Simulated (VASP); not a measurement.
Crystal: Rb2MgAgC6N6.

```xyz
16
Lattice="0.0000 5.2670 5.2670 5.2670 0.0000 5.2670 5.2670 5.2670 0.0000" Properties=species:S:1:pos:R:3 pbc="T T T"
Rb    2.6335    2.6335    2.6335
Rb    7.9005    7.9005    7.9005
Mg    5.2670    5.2670    5.2670
Ag    0.0000    0.0000    0.0000
C     2.0220    5.2670    5.2670
C     5.2670    2.0220    5.2670
C     5.2670    5.2670    2.0220
C     8.5120    5.2670    5.2670
C     5.2670    8.5120    5.2670
C     5.2670    5.2670    8.5120
N     3.1920    5.2670    5.2670
N     5.2670    3.1920    5.2670
N     5.2670    5.2670    3.1920
N     7.3420    5.2670    5.2670
N     5.2670    7.3420    5.2670
N     5.2670    5.2670    7.3420
```

Base run:

* Program: VASP 6.6.1
* Functional: PBE
* Potentials or basis: VASP PAW PBE potentials, release 64 (Rb_sv, Mg, Ag, C, N)
* Cutoff: 520 eV
* k mesh: 4 × 4 × 4
* Occupations: gaussian, width 0.1 eV
* Spin: no spin polarisation

Its results: band gap on the k mesh zero (an odd number of electrons rules out a gap without spin polarisation); pressure 11.6 GPa; largest force 3.160 eV/Å.

Question: The run is repeated on the same cell with these changes: spin from no spin polarisation to collinear spin; further incar settings from LREAL = Auto; ALGO = Normal; EDIFF = 1e-06; NBANDS = 56 to LREAL = Auto; ALGO = Normal; EDIFF = 1e-06; NBANDS = 60. What comes out?

Answer: Band gap on the k mesh zero (filled and empty bands overlap); pressure 11.6 GPa; net moment 1.00 μB per cell; site moments Rb +0.00; Mg +0.00; Ag +0.40; C +0.07; N +0.00 μB; largest force 3.176 eV/Å.

Caveats: the cell stands under pressure; forces of over 1 eV/Å act on the atoms, so gaps and moduli don't describe the material at rest.
